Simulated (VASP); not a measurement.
Wanted: the native input for a VASP 6.6.1 run.

| Quantity | Value |
| --- | --- |
| Task | single point |
| Functional | PBE |
| Potentials or basis | VASP PAW PBE potentials, release 64 (Pd) |
| Cutoff | 520 eV |
| k mesh | 14 × 14 × 14 |
| Occupations | fermi-dirac, width 0.03 eV |
| Spin | collinear spin, ferromagnetic start |
| Starting moments | [0.288] μB |
| Dipole correction | no |
| Further INCAR settings | ALGO = Normal; EDIFF = 1e-06; NBANDS = 15 |

The structure of Pd lies in POSCAR:

```
Pd
1.0
    0.0000000000      1.9737080107      1.9737080107
    1.9737080107      0.0000000000      1.9737080107
    1.9737080107      1.9737080107      0.0000000000
Pd
1
Direct
    0.0000000000      0.0000000000      0.0000000000
```

One way to write it, as run:

INCAR

```
PREC     = Accurate       # precision mode
ENCUT    = 520            # plane-wave cutoff, eV
EDIFF    = 1E-6           # SCF threshold, eV
ISMEAR   = -1             # smearing method
SIGMA    = 0.03           # smearing width, eV
LREAL    = False          # projectors in reciprocal space
LASPH    = True           # aspherical terms in the spheres
NELM     = 150            # most SCF steps
ALGO     = Normal         # electronic algorithm
ISIF     = 2              # what is computed and relaxed
LWAVE    = False          # write WAVECAR
LCHARG   = False          # write CHGCAR
ISPIN    = 2              # spin polarisation
MAGMOM   = 0.288          # initial moments
LORBIT   = 11             # projections on sites
LMAXMIX  = 4              # l up to which the mixer works
GGA      = PE             # functional
NBANDS   = 15             # bands
```

KPOINTS

```
Automatic mesh
0
Gamma
  14 14 14
```

Potentials or basis: VASP PAW PBE potentials, release 64 (Pd).

Run with:

```sh
$ cat potpaw_PBE.64/Pd/POTCAR > POTCAR
$ mpirun -np 1 vasp_std > vasp.out
```

Results of the run:

```
Pressure                                              : -0.3 GPa
Net moment                                            : 0.45 μB per cell
Site moments                                          : Pd +0.45 μB
Valence electrons inside the program's atomic spheres : Pd 9.36
```

Wall time 78 s on 1 thread of Intel Xeon 8259CL (shared host), peak memory 0.17 GiB.
